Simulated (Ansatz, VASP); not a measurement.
One calculation of WC, two programs

File POSCAR:

```
WC
1.0
    2.9118677777      0.0000000000      0.0000000000
   -1.4559338889      2.5217514680      0.0000000000
    0.0000000000      0.0000000000      2.8369414953
W C
1 1
Direct
    0.0000000000      0.0000000000      0.0000000000
    0.6666666667      0.3333333333      0.5000000000
```

The input INCAR.step1:

```
ALGO = Normal
EDIFF = 1E-5
ENCUT = 1430
GGA = PE
GGA_COMPAT = False
ISMEAR = 0
LASPH = True
LCHARG = False
LREAL = False
LWAVE = True
NBANDS = 16
NELM = 120
PREC = Accurate
SIGMA = 0.025
```

File INCAR.step2:

```
ALGO = Normal
EDIFF = 1E-6
ENCUT = 1430
GGA_COMPAT = False
ISIF = 2
ISMEAR = 0
ISTART = 1
LASPH = True
LCHARG = True
LELF = True
LMIXTAU = True
LREAL = False
LVHAR = True
LWAVE = False
METAGGA = R2SCAN
NBANDS = 16
NELM = 120
PREC = Accurate
SIGMA = 0.025
```

Contents of KPOINTS:

```
k-points
0
Gamma
  14 14 12
```

Input for Ansatz:

```yaml
crystal:
  lattice:
    - [2.911867777729, 2.886758689771e-11, 0.0]
    - [-1.45593388889, 2.52175146796, 0.0]
    - [0.0, 0.0, 2.8369414953]
  atoms:
    - { symbol: W, position: [-3.700743415525e-17, 0.0, 0.0] }
    - { symbol: C, position: [0.6666666666667, 0.3333333333333, 0.5] }
basis:
  ecutwfc: 500
  ecutrho_ratio: 4
kpoints:
  mp_grid: { grid: [14, 14, 12] }
hamiltonian:
  xc: r2scan
scf:
  occupations: { method: gaussian, width: 0.025 }
output:
  forces: true
  stress: true
```

Alike in both runs: task single point; functional r2SCAN; k mesh 14 × 14 × 12; occupations gaussian, width 0.025 eV; no spin polarisation.

```csv
,VASP,Ansatz
version,VASP 6.6.1,Ansatz 0.2.0
potentials or method,"VASP PAW PBE potentials, release 64 (W_sv, C_h), cutoff 1430 eV","scalar-relativistic, plane waves, PAW"
valence electrons in the cell,18,18
```

VASP gave:

* pressure (GPa): 1.9
* traceless stress, the component that is largest in VASP (GPa): 0.16

Estimate Ansatz's values.

pressure (GPa): 0.0; traceless stress, the component that is largest in VASP (GPa): 0.03.

VASP's potentials were made for PBE, not for r2SCAN. With one functional, cell and mesh, what is left measures potentials, basis and numerics.

Spin-orbit coupling is off throughout.
